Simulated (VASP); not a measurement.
Set up this calculation in VASP 6.6.1, as the native input.

```
Task                   : single point
Functional             : PBE
Dispersion             : D3(BJ)
Potentials or basis    : VASP PAW PBE potentials, release 64 (Se)
Cutoff                 : 500 eV
k mesh                 : 4 × 2 × 2
Occupations            : gaussian, width 0.1 eV
Spin                   : no spin polarisation
Dipole correction      : no
Further INCAR settings : LREAL = Auto; ALGO = Normal; EDIFF = 1e-06; NBANDS = 118
```

The structure of Se lies in POSCAR:

```
Se
1.0
    9.0500000000      0.0000000000      0.0000000000
    0.0000000000      9.0700000000      0.0000000000
   -8.8945853409      0.0000000000     11.6089597417
Se
32
Direct
    0.0840000000      0.5140000000      0.7630000000
    0.9160000000      0.0140000000      0.7370000000
    0.9160000000      0.4860000000      0.2370000000
    0.0840000000      0.9860000000      0.2630000000
    0.0700000000      0.3360000000      0.6430000000
    0.9300000000      0.8360000000      0.8570000000
    0.9300000000      0.6640000000      0.3570000000
    0.0700000000      0.1640000000      0.1430000000
    0.7820000000      0.3630000000      0.4650000000
    0.2180000000      0.8630000000      0.0350000000
    0.2180000000      0.6370000000      0.5350000000
    0.7820000000      0.1370000000      0.9650000000
    0.5780000000      0.1800000000      0.4440000000
    0.4220000000      0.6800000000      0.0560000000
    0.4220000000      0.8200000000      0.5560000000
    0.5780000000      0.3200000000      0.9440000000
    0.3980000000      0.3140000000      0.4790000000
    0.6020000000      0.8140000000      0.0210000000
    0.6020000000      0.6860000000      0.5210000000
    0.3980000000      0.1860000000      0.9790000000
    0.5160000000      0.2670000000      0.6720000000
    0.4840000000      0.7670000000      0.8280000000
    0.4840000000      0.7330000000      0.3280000000
    0.5160000000      0.2330000000      0.1720000000
    0.6870000000      0.4800000000      0.7710000000
    0.3130000000      0.9800000000      0.7290000000
    0.3130000000      0.5200000000      0.2290000000
    0.6870000000      0.0200000000      0.2710000000
    0.9970000000      0.4030000000      0.8660000000
    0.0030000000      0.9030000000      0.6340000000
    0.0030000000      0.5970000000      0.1340000000
    0.9970000000      0.0970000000      0.3660000000
```

The input as run:

INCAR

```
PREC = Accurate ; ENCUT = 500
EDIFF = 1E-6 ; ISMEAR = 0
SIGMA = 0.1 ; LREAL = Auto
LASPH = T ; NELM = 120
ALGO = Normal ; ISIF = 2
LWAVE = F ; LCHARG = F
GGA = PE ; IVDW = 12
NBANDS = 118 ; GGA_COMPAT = F
KPAR = 4
```

KPOINTS

```
Automatic mesh
0
Gamma
  4 2 2
```

Potentials or basis: VASP PAW PBE potentials, release 64 (Se).

Command:

```console
$ cat potpaw_PBE.64/Se/POTCAR > POTCAR
$ mpirun -np 4 vasp_std > vasp.out
```

It gave:

```json
{"Pressure": "1.1 GPa", "Largest force": "0.631 eV/Å", "Band gap on the k mesh": "1.37 eV, indirect (least direct gap 1.43 eV)", "Dispersion energy per atom": "-0.285 eV"}
```

Run time: 12 min on 4 MPI ranks on Intel(R) Xeon(R) Platinum 8259CL CPU @ 2.50GHz (Skylake/Cascade Lake), with other jobs on the host, peak memory 1.5 GiB a rank.
